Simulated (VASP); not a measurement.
Input of a VASP 6.6.1 run:

File INCAR:

```
SYSTEM = Ti3Al
  PREC = Accurate
  ENCUT = 520
  EDIFF = 1E-7
  ISMEAR = 0
  SIGMA = 0.15
  LREAL = .FALSE.
  LASPH = .TRUE.
  NELM = 60
  ALGO = Fast
  ISIF = 2
  LWAVE = .FALSE.
  LCHARG = .FALSE.
  NBANDS = 28
```

The input KPOINTS:

```
Automatic mesh
0
G
  15 15 6
  0 0 0
```

Contents of POSCAR:

```
Ti3Al
1.0
    2.8609400907      0.0000000000      0.0000000000
   -1.4304700453      2.4776467973      0.0000000000
    0.0000000000      0.0000000000      9.0513401041
Ti Al
3 1
Direct
    0.5938898070      0.2800569744      0.0000000000
    0.3585461665      0.6851237415      0.7515223620
    0.3585461665      0.6851237415      0.2484776380
    0.7063191342      0.3623609542      0.5000000000
```

Potentials or basis: VASP PAW LDA potentials, release 64 (Ti_sv, Al).

Launch:

```console
$ cat potpaw_LDA.64/Ti_sv/POTCAR potpaw_LDA.64/Al/POTCAR > POTCAR
$ mpirun -np 1 vasp_std > vasp.out
```

Question: What does it give for the band gap on the k mesh?

Answer: Zero (an odd number of electrons rules out a gap without spin polarisation).

Question: What does it give for the largest force?

Answer: 0.245 eV/Å.

Forces on the atoms (eV/Å):
```
Ti   0.155  0.190  0.000
Ti  -0.045 -0.069  0.015
Ti  -0.045 -0.069 -0.015
Al  -0.065 -0.053  0.000
```

Caveat: the cell differs from its parent crystal (atoms displaced along several vibrational modes).
